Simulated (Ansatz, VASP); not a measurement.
One calculation of SrB2MoF6, two programs

```
B F Sr Mo
1.0
     0.00000    3.94825    3.94825
     3.94825    0.00000    3.94825
     3.94825    3.94825    0.00000
B F Sr Mo
2 6 1 1
Direct
  0.25000 0.25000 0.25000
  0.75000 0.75000 0.75000
  0.76658 0.23342 0.23342
  0.23342 0.76658 0.23342
  0.23342 0.76658 0.76658
  0.76658 0.23342 0.76658
  0.23342 0.23342 0.76658
  0.76658 0.76658 0.23342
  0.50000 0.50000 0.50000
  0.00000 0.00000 0.00000
```

Alike in both runs: functional r2SCAN; k mesh 8 × 8 × 8; occupations gaussian, width 0.0969 eV; no spin polarisation.

Ansatz relaxed the structure, and its values are those at the end. VASP's run is a single point on that final structure, the one shown.

|  | VASP | Ansatz |
| --- | --- | --- |
| version | VASP 6.6.1 | Ansatz 0.2.0 |
| potentials or method | VASP PAW PBE potentials, release 64 (B, F, Sr_sv, Mo_sv), cutoff 660 eV | PAW plane waves |
| valence electrons in the cell | 72 | 72 |

```csv
,VASP,Ansatz,Ansatz less VASP
rms of the force components (eV/Å),0.019,0.000,-0.0184
```

VASP's potentials were made for PBE, not for r2SCAN. The functional is the same, so the differences come from potentials, cutoffs and numerics. Ansatz's warnings: stress scf threshold loose.
